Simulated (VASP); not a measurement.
## Mo: single point with PBE

The system is Mo.

```
CELL_PARAMETERS angstrom
2.86835 0.00000 0.00000
-1.43417 2.48406 0.00000
0.00000 0.00000 9.25705
ATOMIC_POSITIONS crystal
Mo 0.33333 0.66667 0.38182
Mo 0.66667 0.33333 0.88182
Mo 0.66667 0.33333 0.61818
Mo 0.33333 0.66667 0.11818
```

* Program: VASP 6.6.1
* Task: single point
* Functional: PBE
* Potentials or basis: VASP PAW PBE potentials, release 64 (Mo_sv)
* Cutoff: 520 eV
* k mesh: 18 × 18 × 6
* Occupations: gaussian, width 0.1 eV
* Spin: no spin polarisation

```json
{"Pressure": "0.5 GPa", "Largest force": "0.029 eV/Å", "Band gap on the k mesh": "zero (band 28 reaches 12.43 eV, above the bottom of band 29 at 10.96 eV)"}
```

Forces in eV/Å, atoms in the order of the input:
```
Mo   0.000  0.000  0.029
Mo   0.000  0.000  0.029
Mo   0.000  0.000 -0.029
Mo   0.000  0.000 -0.029
```

Stress tensor (GPa, compression positive):
```
0.40 0.00 0.00
0.00 0.40 0.00
0.00 0.00 0.79
```

Levels at points of the mesh, in eV from the Fermi level:
```csv
k point,band 25,band 26,band 27,band 28,band 29,band 30,band 31,band 32
"(0.00, 0.00, 0.00)",-1.00,-1.00,-0.53,-0.53,-0.22,-0.22,0.60,0.60
"(0.50, 0.00, 0.00)",-1.40,-1.26,0.09,0.52,0.97,1.70,3.54,3.82
"(0.00, 0.00, 0.50)",-0.93,-0.93,-0.60,-0.60,-0.60,-0.60,0.75,0.75
"(0.50, 0.00, 0.50)",-0.84,-0.84,0.19,0.19,1.67,1.67,2.86,2.86
```

Run time: 4.5 min on 1 thread of Intel(R) Xeon(R) Platinum 8488C (Sapphire Rapids) (shared host), peak memory 0.37 GiB.
